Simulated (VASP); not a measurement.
# Na (I4/mmm) in VASP: notebook

Runs on Na. Level: PBE. Tasks: single point.

All numbers are computed with VASP 6.6.1; they aren't measurements. Logs are shortened: lines on timing, memory, paths and dates and some standing lists are left out, and cuts for length are marked.

**1. The cell of the first run**

The structure is tetragonal, space group I4/mmm (No. 139). Conventional cell: a = 4.235 Å, b = 4.235 Å, c = 4.341 Å, α = 90.00°, β = 90.00°, γ = 90.00°. Within 4.9 Å of Na (site symmetry 4/mmm) lie 14 Na at 3.70 to 4.34 Å.

**2. Single point, PBE (strain +0.000 along x and y, +0.025 along z)**

File INCAR:

```
ALGO = Normal
EDIFF = 1E-7
ENCUT = 520
GGA = PE
ISIF = 2
ISMEAR = 0
LASPH = True
LCHARG = False
LREAL = False
LWAVE = False
NBANDS = 10
NELM = 100
PREC = Accurate
SIGMA = 0.15
```

File KPOINTS:

```
k-points
0
Gamma
  16 16 16
```

File POSCAR:

```
Na
1.0
   -2.1175000000      2.1175000000      2.1704375000
    2.1175000000     -2.1175000000      2.1704375000
    2.1175000000      2.1175000000     -2.1704375000
Na
1
Direct
    0.0000000000      0.0000000000      0.0000000000
```

Potentials or basis: VASP PAW PBE potentials, release 64 (Na_pv).

The run is started by

```console
> cat potpaw_PBE.64/Na_pv/POTCAR > POTCAR
> mpirun -np 1 vasp_std > vasp.out
```

OUTCAR:

```text
EDIFF = 1E-7
   ENCUT = 520
   GGA = PE
   ISIF = 2
   ISMEAR = 0
   LASPH = True
   LREAL = False
   NELM = 100
   PREC = Accurate

 ion  position               nearest neighbor table
   1  0.000  0.000  0.000-

  LATTYP: Found a body centered tetragonal cell.
 ALAT       =     4.2350000000
 C/A-ratio  =     1.0250000000

  Lattice vectors:

 A1 = (  -2.1175000000,   2.1175000000,   2.1704375000)
 A2 = (   2.1175000000,  -2.1175000000,   2.1704375000)
 A3 = (   2.1175000000,   2.1175000000,  -2.1704375000)

Analysis of symmetry for initial positions (statically):
=====================================================================
 Subroutine PRICEL returns:
 Original cell was already a primitive cell.

 Routine SETGRP: Setting up the symmetry group for a
 body centered tetragonal supercell.

 Subroutine GETGRP returns: Found 16 space group operations
 (whereof 16 operations were pure point group operations)
 out of a pool of 16 trial point group operations.

The static configuration has the point symmetry D_4h.

Analysis of symmetry for dynamics (positions and initial velocities):
=====================================================================
 Subroutine PRICEL returns:
 Original cell was already a primitive cell.

 Routine SETGRP: Setting up the symmetry group for a
 body centered tetragonal supercell.

 Subroutine GETGRP returns: Found 16 space group operations
 (whereof 16 operations were pure point group operations)
 out of a pool of 16 trial point group operations.

The dynamic configuration has the point symmetry D_4h.

 Subroutine INISYM returns: Found 16 space group operations
 (whereof 16 operations are pure point group operations),
 and found     1 'primitive' translations

----------------------------------------------------------------------------------------

                                     Primitive cell

  volume of cell :      38.9273

  direct lattice vectors                    reciprocal lattice vectors
    -2.117500000  2.117500000  2.170437500     0.000000000  0.236127509  0.230368301
     2.117500000 -2.117500000  2.170437500     0.236127509  0.000000000  0.230368301
     2.117500000  2.117500000 -2.170437500     0.236127509  0.236127509  0.000000000

  length of vectors
     3.698433647  3.698433647  3.698433647     0.329887488  0.329887488  0.333934725

  position of ions in fractional coordinates (direct lattice)
     0.000000000  0.000000000  0.000000000

  ion indices of the primitive-cell ions
   primitive index   ion index
                 1           1

----------------------------------------------------------------------------------------

 KPOINTS: k-points

Automatic generation of k-mesh.
 Grid dimensions read from file:
 generate k-points for:   16   16   16

 Generating k-lattice:

  Cartesian coordinates                     Fractional coordinates (reciprocal lattice)
     0.000000000  0.014757969  0.014398019     0.062500000 -0.000000000  0.000000000
     0.014757969  0.000000000  0.014398019    -0.000000000  0.062500000  0.000000000
     0.014757969  0.014757969  0.000000000     0.000000000  0.000000000  0.062500000

  Length of vectors
     0.020617968  0.020617968  0.020870920

  Shift w.r.t. Gamma in fractional coordinates (k-lattice)
     0.000000000  0.000000000  0.000000000

 Subroutine IBZKPT returns following result:
 ===========================================

 Found    349 irreducible k-points:

 Following reciprocal coordinates:
            Coordinates               Weight
  0.000000  0.000000  0.000000      1.000000
  0.062500  0.000000 -0.000000      8.000000
  0.125000  0.000000 -0.000000      8.000000
  0.187500  0.000000 -0.000000      8.000000
  0.250000  0.000000 -0.000000      8.000000
  0.312500  0.000000 -0.000000      8.000000
[... 16 lines left out ...]
 -0.125000  0.062500  0.000000     16.000000
 -0.062500  0.062500  0.000000      4.000000
 [... further k-points ...]
   k-points           NKPTS =    349   k-points in BZ     NKDIM =    349   number of bands    NBANDS=     10
   number of dos      NEDOS =    301   number of ions     NIONS =      1
   total plane-waves  NPLWV =  21952
   dimension x,y,z NGX =    28 NGY =   28 NGZ =   28
   dimension x,y,z NGXF=    56 NGYF=   56 NGZF=   56
   ions per type =               1
   NGX,Y,Z   is equivalent  to a cutoff of  12.59, 12.59, 12.59 a.u.
   NGXF,Y,Z  is equivalent  to a cutoff of  25.17, 25.17, 25.17 a.u.
 SYSTEM =  unknown system
   PREC   = accura    normal or accurate (medium, high low for compatibility)
   ISTART =      0    job   : 0-new  1-cont  2-samecut
   ICHARG =      2    charge: 1-file 2-atom 10-const
   ISPIN  =      1    spin polarized calculation?
   LNONCOLLINEAR =      F non collinear calculations
   LSORBIT =      F    spin-orbit coupling
   LASPH  =      T    aspherical Exc in radial PAW
   ENCUT  =  520.0 eV  38.22 Ry    6.18 a.u.   6.88  6.88  6.88*2*pi/ulx,y,z
   NELM   =    100;   NELMIN=  2; NELMDL= -5     # of ELM steps
   EDIFF  = 0.1E-06   stopping-criterion for ELM
   LREAL  =      F    real-space projection
   EDIFFG = 0.1E-05   stopping-criterion for IOM
   NSW    =      0    number of steps for IOM
   IBRION =     -1    ionic relax: 0-MD 1-quasi-New 2-CG
   NFREE  =      0    steps in history (QN), initial steepest desc. (CG)
   ISIF   =      2    stress and relaxation
   ISYM   =      2    0-nonsym 1-usesym 2-fastsym
   POTIM  = 0.5000    time-step for ionic-motion
   TEBEG  =    0.0;   TEEND  =   0.0 temperature during run
   PSTRESS=    0.0 pullay stress
   NELECT =       7.0000    total number of electrons
   NUPDOWN=      -1.0000    fix difference up-down
   EMIN   =  10.00;   EMAX   =-10.00  energy-range for DOS
   EFERMI =   0.00;   METHOD = LEGACY
   ISMEAR =     0;   SIGMA  =   0.15  broadening in eV -4-tet -1-fermi 0-gaus
   EFERMI_NEDOS =   21; number of points for ismear=-14 and -15
   IALGO  =     38    algorithm
   IMIX   =      4    mixing-type and parameters
     AMIX     =   0.40;   BMIX     =  1.00
     AMIX_MAG =   1.60;   BMIX_MAG =  1.00
  volume/ion in A,a.u.               =      38.93       262.69
  Fermi-wavevector in a.u.,A,eV,Ry     =   0.924037  1.746177 11.617264  0.853845
  Thomas-Fermi vector in A             =   2.049739
   LORBIT       =      0    0 simple, 1 ext, 2 COOP (PROOUT), +10 PAW based schemes
   GGA     = PE    functional components
   LHFCALC =     F    Hartree Fock is set to
   AEXX    =    0.0000 exact exchange contribution
   IVDW    =     0    specifies the selected vdW correction
   LEPSILON=     F    determine dielectric tensor
   LRPA    =     F    only Hartree local field effects (RPA)
 non-spin polarized calculation
 Gauss-broadening in eV      SIGMA  =   0.15
  energy-cutoff  :      520.00
  volume of cell :       38.93
 maximum number of plane-waves:      1068
   NGX = 13   NGY = 13   NGZ = 13

 number of electron       7.0000009 magnetization

 Free energy of the ion-electron system (eV)
  ---------------------------------------------------
  ext. energy  EPLUGINS =         0.00000000
  ---------------------------------------------------
  free energy    TOTEN  =        -1.31183633 eV

  energy without entropy =       -1.30659328  energy(sigma->0) =       -1.30921480

 E-fermi :   0.1930     XC(G=0):  -6.3765

 val. band max:        0.1561796226   @ k =   0.4375   0.0000  -0.0000
 cond. band min:       0.1950638863   @ k =   0.5000   0.1875  -0.0000
 fundamental gap:      0.0388842637
 Fermi energy:         0.1930073855

 k-point     1 :       0.0000    0.0000    0.0000
  band No.  band energies     occupation
      1     -24.7488      2.00000
      2     -24.7488      2.00000
      3     -24.7488      2.00000
      4      -2.9845      2.00000
      5      11.4960      0.00000
      6      11.4960      0.00000
      7      11.8550      0.00000
      8      12.4109      0.00000
      9      12.7639      0.00000
     10      12.9716      0.00000

 k-point     2 :       0.0625    0.0000   -0.0000
  band No.  band energies     occupation
      1     -24.7499      2.00000
      2     -24.7492      2.00000
      3     -24.7488      2.00000
      4      -2.9184      2.00000
      5      10.5574      0.00000
      6      11.1245      0.00000
      7      11.4872      0.00000
      8      11.9225      0.00000
      9      12.1606      0.00000
     10      13.1807      0.00000

 k-point     3 :       0.1250    0.0000   -0.0000
  band No.  band energies     occupation
      1     -24.7532      2.00000
      2     -24.7503      2.00000
      3     -24.7488      2.00000
      4      -2.7208      2.00000
      5       8.9819      0.00000
      6      10.4626      0.00000
      7      10.9058      0.00000
      8      11.2996      0.00000
      9      11.8318      0.00000
     10      13.2994      0.00000

 k-point     4 :       0.1875    0.0000   -0.0000
  band No.  band energies     occupation
      1     -24.7581      2.00000
      2     -24.7519      2.00000
      3     -24.7487      2.00000
      4      -2.3930      2.00000
      5       7.4316      0.00000
      6       9.8273      0.00000
      7      10.3708      0.00000
      8      10.6870      0.00000
      9      11.4957      0.00000
     10      13.4786      0.00000
[... 222 lines left out ...]
 k-point    22 :      -0.1875    0.0625    0.0000
  band No.  band energies     occupation
      1     -24.7563      2.00000
      2     -24.7509      2.00000
      3     -24.7492      2.00000
      4      -2.5191      2.00000
      5       8.1992      0.00000
      6       9.4177      0.00000
      7      10.3105      0.00000
      8      11.4294      0.00000
      9      11.9296      0.00000
     10      13.0452      0.00000

 k-point    23 :      -0.1250    0.0625    0.0000
  band No.  band energies     occupation
      1     -24.7522      2.00000
      2     -24.7496      2.00000
      3     -24.7491      2.00000
      4      -2.7834      2.00000
      5       9.7364      0.00000
      6      10.1403      0.00000
      7      10.8314      0.00000
      8      11.6868      0.00000
      9      12.1700      0.00000
     10      13.3089      0.00000

 k-point    24 :      -0.0625    0.0625    0.0000
  band No.  band energies     occupation
      1     -24.7500      2.00000
      2     -24.7492      2.00000
      3     -24.7488      2.00000
      4      -2.9168      2.00000
      5      10.8756      0.00000
      6      11.0183      0.00000
      7      11.1824      0.00000
      8      11.8033      0.00000
      9      12.2371      0.00000
     10      13.3044      0.00000

 [... further k-points ...]

------------------------ aborting loop because EDIFF is reached ----------------------------------------

  FORCE on cell =-STRESS in cart. coord.  units (eV):
  Direction    XX          YY          ZZ          XY          YZ          ZX
  --------------------------------------------------------------------------------------
  -------------------------------------------------------------------------------------
  Total       -0.0883401     -0.0883401     -0.0947056      0.0000000      0.0000000      0.0000000
  in kB       -3.6359193     -3.6359193     -3.8979142      0.0000000      0.0000000      0.0000000
  external PRESSURE =      -3.7232510 kB  Pullay stress =       0.0000000 kB

 VOLUME and BASIS-vectors are now :
 -----------------------------------------------------------------------------
  energy-cutoff  :      520.00
  volume of cell :       38.93
      direct lattice vectors                 reciprocal lattice vectors
    -2.117500000  2.117500000  2.170437500     0.000000000  0.236127509  0.230368301
     2.117500000 -2.117500000  2.170437500     0.236127509  0.000000000  0.230368301
     2.117500000  2.117500000 -2.170437500     0.236127509  0.236127509  0.000000000

 POSITION                                       TOTAL-FORCE (eV/Angst)
 -----------------------------------------------------------------------------------
      0.00000      0.00000      0.00000        -0.000000      0.000000      0.000000
 -----------------------------------------------------------------------------------
    total drift:                                0.000000     -0.000000     -0.000000

  FREE ENERGIE OF THE ION-ELECTRON SYSTEM (eV)
  ---------------------------------------------------
  free  energy   TOTEN  =        -1.3118363327 eV

  energy  without entropy=       -1.3065932754  energy(sigma->0) =       -1.30921480
```

Run time: 58 s. Hardware: 1 thread of Intel Xeon Platinum 8259CL at 2.50GHz (Skylake/Cascade Lake), shared host; peak memory 0.23 GiB.

Results:

```
Free energy : -1.3118 eV
Pressure    : -0.4 GPa
```

Levels at points of the mesh, in eV from the Fermi level:
```
           k point  band 1  band 2  band 3  band 4  band 5  band 6  band 7
(0.00, 0.00, 0.00)  -24.94  -24.94  -24.94   -3.18   11.30   11.30   11.66
(0.50, 0.00, 0.00)  -24.97  -24.95  -24.94    0.72    1.13    8.11    8.93
(0.50, 0.50, 0.00)  -24.97  -24.95  -24.94    0.80    1.24    7.81    8.63
(0.50, 0.50, 0.50)  -24.96  -24.96  -24.96    4.33    4.46    4.54    4.87
```

Caveat: the cell differs from its parent crystal (strain +0.000 along x and y, +0.025 along z).

**3. Single point, PBE (strain +0.025 along x and y, +0.000 along z)**

File INCAR:

```
PREC = Accurate
ENCUT = 520
EDIFF = 1E-6
ISMEAR = 0
SIGMA = 0.15
LREAL = F
LASPH = T
NELM = 80
ALGO = Normal
ISIF = 2
LWAVE = F
LCHARG = T
GGA = PE
LELF = T
LVHAR = T
NBANDS = 10
```

File KPOINTS:

```
Automatic mesh
0
Gamma
  16 16 16
```

File POSCAR:

```
Na
1.0
   -2.1704375000      2.1704375000      2.1175000000
    2.1704375000     -2.1704375000      2.1175000000
    2.1704375000      2.1704375000     -2.1175000000
Na
1
Direct
    0.0000000000      0.0000000000      0.0000000000
```

Potentials or basis: VASP PAW PBE potentials, release 64 (Na_pv).

The run is started by

```console
> cat potpaw_PBE.64/Na_pv/POTCAR > POTCAR
> mpirun -np 1 vasp_std > vasp.out
```

OUTCAR:

```text
PREC = Accurate
   ENCUT = 520
   EDIFF = 1E-6
   ISMEAR = 0
   LREAL = F
   LASPH = T
   NELM = 80
   ISIF = 2
   GGA = PE

 ion  position               nearest neighbor table
   1  0.000  0.000  0.000-

  LATTYP: Found a body centered tetragonal cell.
 ALAT       =     4.3408750000
 C/A-ratio  =     0.9756097561

  Lattice vectors:

 A1 = (  -2.1704375000,   2.1704375000,   2.1175000000)
 A2 = (   2.1704375000,  -2.1704375000,   2.1175000000)
[... 491 lines left out ...]
     10      12.7583      0.00000

 [... further k-points ...]

------------------------ aborting loop because EDIFF is reached ----------------------------------------

  FORCE on cell =-STRESS in cart. coord.  units (eV):
  Direction    XX          YY          ZZ          XY          YZ          ZX
  --------------------------------------------------------------------------------------
  -------------------------------------------------------------------------------------
  Total       -0.1374007     -0.1374007     -0.1271008      0.0000000     -0.0000000      0.0000000
  in kB       -5.5172375     -5.5172375     -5.1036503      0.0000000     -0.0000000      0.0000000
  external PRESSURE =      -5.3793751 kB  Pullay stress =       0.0000000 kB

 VOLUME and BASIS-vectors are now :
 -----------------------------------------------------------------------------
  energy-cutoff  :      520.00
  volume of cell :       39.90
      direct lattice vectors                 reciprocal lattice vectors
    -2.170437500  2.170437500  2.117500000     0.000000000  0.230368301  0.236127509
     2.170437500 -2.170437500  2.117500000     0.230368301  0.000000000  0.236127509
     2.170437500  2.170437500 -2.117500000     0.230368301  0.230368301  0.000000000

 POSITION                                       TOTAL-FORCE (eV/Angst)
 -----------------------------------------------------------------------------------
      0.00000      0.00000      0.00000        -0.000000      0.000000      0.000000
 -----------------------------------------------------------------------------------
    total drift:                               -0.000000     -0.000000     -0.000000

  FREE ENERGIE OF THE ION-ELECTRON SYSTEM (eV)
  ---------------------------------------------------
  free  energy   TOTEN  =        -1.3091398448 eV

  energy  without entropy=       -1.3038304918  energy(sigma->0) =       -1.30648517
```

OSZICAR:

```text
N       E                     dE             d eps       ncg     rms          rms(c)
DAV:   1     0.275193393778E+02    0.27519E+02   -0.37838E+03  6992   0.578E+02
DAV:   2    -0.699806361008E+00   -0.28219E+02   -0.28073E+02  7208   0.145E+02
DAV:   3    -0.130438505068E+01   -0.60458E+00   -0.60412E+00  8556   0.235E+01
DAV:   4    -0.130945729364E+01   -0.50722E-02   -0.50719E-02  8230   0.211E+00
DAV:   5    -0.130953171730E+01   -0.74424E-04   -0.74423E-04  8074   0.250E-01    0.202E-01
DAV:   6    -0.130930444331E+01    0.22727E-03   -0.48765E-04  8176   0.264E-01    0.136E-01
DAV:   7    -0.130914762741E+01    0.15682E-03   -0.10150E-03  7818   0.316E-01    0.156E-02
DAV:   8    -0.130913939556E+01    0.82319E-05   -0.47910E-05  8578   0.113E-01    0.243E-03
DAV:   9    -0.130913984480E+01   -0.44925E-06   -0.23022E-07  4986   0.528E-03
   1 F= -.13091398E+01 E0= -.13064852E+01  d E =-.530935E-02
```

stdout:

```text
POSCAR found type information on POSCAR Na
 POSCAR found :  1 types and       1 ions
 scaLAPACK will be used
 LDA part: xc-table for (Slater+PW92), standard interpolation
 POSCAR, INCAR and KPOINTS ok, starting setup
 FFT: planning ... GRIDC
 FFT: planning ... GRID_SOFT
 FFT: planning ... GRID
 WAVECAR not read
 entering main loop
```

Wall time 64 s (1 thread of Intel Xeon Platinum 8259CL at 2.50GHz (Skylake/Cascade Lake), shared host); peak memory 0.23 GiB.

Results:

| Quantity | Value |
| --- | --- |
| Free energy | -1.3091 eV |
| Pressure | -0.5 GPa |

Levels at points of the mesh, in eV from the Fermi level:
| k point | band 1 | band 2 | band 3 | band 4 | band 5 | band 6 | band 7 | band 8 |
| --- | --- | --- | --- | --- | --- | --- | --- | --- |
| (0.00, 0.00, 0.00) | -24.96 | -24.96 | -24.96 | -3.13 | 11.03 | 11.39 | 11.39 | 12.05 |
| (0.50, 0.00, 0.00) | -24.99 | -24.97 | -24.96 | 0.77 | 1.18 | 7.81 | 8.57 | 8.74 |
| (0.50, 0.50, 0.00) | -24.99 | -24.97 | -24.96 | 0.68 | 1.06 | 8.11 | 8.87 | 9.05 |
| (0.50, 0.50, 0.50) | -24.98 | -24.98 | -24.98 | 4.30 | 4.49 | 4.52 | 4.52 | 4.93 |

Caveat: the cell differs from its parent crystal (strain +0.025 along x and y, +0.000 along z).

(Continued in part 2 of 2.)
